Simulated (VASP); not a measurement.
Set up this calculation in VASP 6.6.1, as the native input.

| Item | Value |
| --- | --- |
| Task | single point |
| Functional | PBE |
| Dispersion | D3(BJ) |
| Potentials or basis | VASP PAW PBE potentials, release 64 (B, N) |
| Cutoff | 520 eV |
| k mesh | 12 × 12 × 4 |
| Occupations | gaussian, width 0.05 eV |
| Spin | no spin polarisation |
| Dipole correction | no |
| Further INCAR settings | ALGO = Normal; EDIFF = 1e-06; NBANDS = 16 |

The structure of BN lies in POSCAR:

```
BN
1.0
    2.5061233057      0.0000000000      0.0000000000
   -1.2530616528      2.1703664477      0.0000000000
    0.0000000000      0.0000000000      6.5973571420
B N
2 2
Direct
    0.0221160809      0.0442321619      0.5000000000
    0.3333333333      0.6666666667      0.0000000000
    0.0000000000      0.0000000000      0.0000000000
    0.6666666667      0.3333333333      0.5000000000
```

This cell differs from its parent crystal: atom 1 (B) moved by +0.096 Å along [1 2 0] and +0.000 Å along [0 0 1].

One way to write it, as run:

INCAR

```
SYSTEM = BN
ALGO     = Normal         ! electronic algorithm
EDIFF    = 1E-6           ! SCF threshold, eV
ENCUT    = 520            ! plane-wave cutoff, eV
GGA      = PE             ! functional
ISIF     = 2              ! what is computed and relaxed
ISMEAR   = 0              ! smearing method
IVDW     = 12             ! dispersion correction
LASPH    = .TRUE.         ! aspherical terms in the spheres
LCHARG   = .FALSE.        ! write CHGCAR
LREAL    = .FALSE.        ! projectors in reciprocal space
LWAVE    = .FALSE.        ! write WAVECAR
NBANDS   = 16             ! bands
NELM     = 100            ! most SCF steps
PREC     = Accurate       ! precision mode
SIGMA    = 0.05           ! smearing width, eV
```

KPOINTS

```
k-points
0
G
  12 12 4
  0 0 0
```

Potentials or basis: VASP PAW PBE potentials, release 64 (B, N).

The run is started by

```bash
$ cat potpaw_PBE.64/B/POTCAR potpaw_PBE.64/N/POTCAR > POTCAR
$ mpirun -np 1 vasp_std > vasp.out
```

It gave:

The pressure is 1.6 GPa. The largest force is 3.371 eV/Å and the band gap on the k mesh is 4.27 eV (least direct gap 4.48 eV). The dispersion energy per atom is -0.142 eV.

Caveat: the cell differs from its parent crystal (atom 1 (B) moved by +0.096 Å along [1 2 0] and +0.000 Å along [0 0 1]); forces of over 1 eV/Å act on the atoms, so gaps and moduli don't describe the material at rest.

Run time: 100 s on 1 thread of Intel Xeon 8259CL, on a shared host, peak memory 0.2 GiB.
